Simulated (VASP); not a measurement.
Sb:

```xyz
2
Lattice="2.1102 1.2183 3.6813 -2.1102 1.2183 3.6813 0.0000 -2.4367 3.6813" Properties=species:S:1:pos:R:3 pbc="T T T"
Sb    0.0000    0.0000    8.4652
Sb    0.0000    0.0000    2.5786
```

Base run:

| Property | Result |
| --- | --- |
| Program | VASP 6.6.1 |
| Functional | PBE exchange alone |
| Potentials or basis | VASP PAW PBE potentials, release 64 (Sb) |
| Cutoff | 520 eV |
| k mesh | 8 × 8 × 8 |
| Occupations | fermi-dirac, width 0.05 eV |
| Spin | no spin polarisation |

Its results: band gap on the k mesh zero (band 5 reaches 9.79 eV, above the bottom of band 6 at 9.54 eV); pressure 18.2 GPa; largest force 0.728 eV/Å.

Problem. The run is repeated on the same cell with these changes: functional from PBE exchange alone to RPBE; dispersion from none to D4. What comes out?

Solution. Band gap on the k mesh zero (band 5 reaches 8.32 eV, above the bottom of band 6 at 8.04 eV); pressure 2.7 GPa; largest force 0.631 eV/Å.

Several settings changed at once, so the effect can't be laid on one alone.

Caveats: spin-orbit coupling is left out, which moves the levels of the heavy elements; the PAW data sets were made with another functional, which shifts forces and pressure a little (some runs); pairwise dispersion overbinds metals, which lowers pressure and volume (some runs).
